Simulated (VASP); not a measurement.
AlAs, 2 atoms in the cell. The structure is cubic, space group F-43m (No. 216). The conventional cell has a = 5.522 Å, b = 5.522 Å, c = 5.522 Å, α = 90.00°, β = 90.00°, γ = 90.00°. Al (site symmetry -43m) has 4 As at 2.39 Å within 3.2 Å. Within 3.2 Å of As (site symmetry -43m) lie 4 Al at 2.39 Å. 

```yaml
Program: VASP 6.6.1
Task: single point
Functional: PBEsol
Dispersion: D4
Potentials_or_basis: VASP PAW PBE potentials, release 64 (Al, As)
Cutoff: 500 eV
k_mesh: 4 × 4 × 4
Occupations: gaussian, width 0.1 eV
Spin: no spin polarisation
Dipole_correction: no
Further_INCAR_settings: ALGO = Normal; EDIFF = 1e-06; NBANDS = 11
```

Potentials or basis: VASP PAW PBE potentials, release 64 (Al, As).

Command:

```sh
$ cat potpaw_PBE.64/Al/POTCAR potpaw_PBE.64/As/POTCAR > POTCAR
$ mpirun -np 1 vasp_std > vasp.out
```

Hardware: 1 thread of Intel(R) Xeon(R) Platinum 8559C (Emerald Rapids), on a shared host.

Q: How long does it take, and how much memory?

A: It took 4.6 s on 1 thread of Intel(R) Xeon(R) Platinum 8559C (Emerald Rapids), with other jobs on the host, peak memory 0.15 GiB. Counts: scf iterations 12, k points 8.
